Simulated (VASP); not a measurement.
Input of a VASP 6.6.1 run:

File INCAR:

```
ALGO = Normal
EDIFF = 1E-6
ENCUT = 520
GGA = PE
ISIF = 2
ISMEAR = -1
LASPH = True
LCHARG = True
LELF = True
LREAL = False
LVHAR = True
LWAVE = False
NBANDS = 25
NELM = 60
PREC = Accurate
SIGMA = 0.1
```

Contents of KPOINTS:

```
k-points
0
Gamma
  7 7 4
```

Contents of POSCAR:

```
CuO
1.0
    2.0815547683     -2.0810629737      0.1628591608
    2.0815547683      2.0810629737      0.1628591608
   -0.4038082226      0.0000000000      5.1412332982
Cu O
2 2
Direct
    0.0000000000      0.5000000000      0.0000000000
    0.5000000000      0.0000000000      0.5000000000
    0.5000843106      0.4999156894      0.2500000000
    0.4999156894      0.5000843106      0.7500000000
```

Potentials or basis: VASP PAW PBE potentials, release 64 (Cu, O).

The run is started by

```bash
$ cat potpaw_PBE.64/Cu/POTCAR potpaw_PBE.64/O/POTCAR > POTCAR
$ mpirun -np 1 vasp_std > vasp.out
```

Task: Predict the pressure.

Result: 0.6 GPa.

Task: Predict the band gap on the k mesh.

Result: Zero (band 17 reaches 5.42 eV, above the bottom of band 18 at 4.27 eV).

Stress tensor (GPa, compression positive):
```
 0.45  0.00 -0.03
 0.00  0.49  0.00
-0.03  0.00  0.81
```

Caveat: semilocal functionals often make such compounds metallic where correlation or magnetic order opens a gap, which also shifts bond lengths. With open d or f shells a metallic result of PBE can be an artefact of self-interaction; +U or a hybrid may open a gap.
